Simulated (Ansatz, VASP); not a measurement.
Mg2Ge in VASP and in Ansatz

File POSCAR:

```
Mg2Ge
1.0
    0.0000000000      3.0557771880      3.0557771880
    3.0557771880      0.0000000000      3.0557771880
    3.0557771880      3.0557771880      0.0000000000
Ge Mg
1 2
Direct
    0.0000000000      0.0000000000      0.0000000000
    0.2500000000      0.2500000000      0.2500000000
    0.7500000000      0.7500000000      0.7500000000
```

INCAR.step1

```
PREC = Accurate ; ENCUT = 520
EDIFF = 1E-5 ; ISMEAR = -1
SIGMA = 0.02 ; LREAL = F
LASPH = T ; NELM = 120
ALGO = Normal ; ISIF = 2
LWAVE = T ; LCHARG = F
NBANDS = 16 ; GGA = PE
GGA_COMPAT = F
```

Contents of INCAR.step2:

```
PREC = Accurate ; ENCUT = 520
EDIFF = 1E-6 ; ISMEAR = -1
SIGMA = 0.02 ; LREAL = F
LASPH = T ; NELM = 120
ALGO = Normal ; ISIF = 2
LWAVE = F ; LCHARG = F
GGA = PE ; LHFCALC = T
HFSCREEN = 0.2079 ; PRECFOCK = Normal
NBANDS = 16 ; ISTART = 1
GGA_COMPAT = F
```

The input KPOINTS:

```
regular mesh
0
Gamma
  6 6 6
```

Input for Ansatz:

```yaml
crystal:
  lattice:
    - [0.0, 3.055777188, 3.055777188]
    - [3.055777188, 0.0, 3.055777188]
    - [3.055777188, 3.055777188, 0.0]
  atoms:
    - { symbol: Ge, position: [0.0, 0.0, 0.0] }
    - { symbol: Mg, position: [0.25, 0.25, 0.25] }
    - { symbol: Mg, position: [0.75, 0.75, 0.75] }
kpoints:
  mp_grid: { grid: [6, 6, 6] }
  band_path:
    path:
      - [0.0, 0.0, 0.0]
      - [0.5, 0.0, 0.5]
      - [0.625, 0.25, 0.625]
      - [0.375, 0.375, 0.75]
      - [0.5, 0.5, 0.5]
      - [0.5, 0.25, 0.75]
      - [0.0, 0.5, 0.5]
    npoints: 1
hamiltonian:
  xc: hse06
scf:
  occupations: { method: fermi_dirac, width: 0.02 }
  n_extra_bands: 4
output:
  forces: true
  stress: true
  eigenvalues: true
```

Change from the starting cell: hydrostatic strain -4.0%.

Alike in both runs: task single point; functional HSE06; k mesh 6 × 6 × 6; occupations fermi-dirac, width 0.02 eV; no spin polarisation.

|  | VASP | Ansatz |
| --- | --- | --- |
| version | VASP 6.6.1 | Ansatz 0.2.0 |
| potentials or method | VASP PAW PBE potentials, release 64 (Ge_d, Mg) | plane waves, PAW |
| plane-wave cutoff (eV) | 520 | 420 |
| valence electrons in the cell | 18 | 34 |

```csv
,VASP,Ansatz,Ansatz less VASP
pressure (GPa),9.1,9.2,+0.11
```

VASP's potentials hold 18 valence electrons a cell and Ansatz's 34, so a difference there can come from the potentials and not from the codes. Ansatz's warnings: stress exchange threshold loose, stress scf threshold loose.
